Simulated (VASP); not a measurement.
Al2Ru:

```
Al Ru
1.0
     0.00000    3.98984    4.39153
     2.35247    0.00000    4.39153
     2.35247    3.98984    0.00000
Al Ru
4 2
Direct
  0.07906 0.42094 0.07906
  0.42094 0.07906 0.42094
  0.17094 0.82906 0.17094
  0.82906 0.17094 0.82906
  0.75000 0.75000 0.75000
  0.50000 0.50000 0.50000
```

Base run:

* Program: VASP 6.6.1
* Functional: PBEsol
* Potentials or basis: VASP PAW PBE potentials, release 64 (Al, Ru_pv)
* Cutoff: 520 eV
* k mesh: 6 × 6 × 6
* Occupations: gaussian, width 0.01 eV
* Spin: no spin polarisation

Its results: band gap on the k mesh 0.08 eV, indirect (least direct gap 1.22 eV); pressure -0.4 GPa; largest force 0.015 eV/Å.

**Question.** The run is repeated on the same cell with these changes: k mesh from 6 × 6 × 6 to 2 × 2 × 2. What comes out?

**Answer.** Band gap on the k mesh 0.31 eV, indirect (least direct gap 1.22 eV); pressure 0.2 GPa; largest force 0.018 eV/Å.

Caveats: some runs use coarse meshes; the PAW data sets were made with another functional, which shifts forces and pressure a little.

A k mesh can miss the band edges.
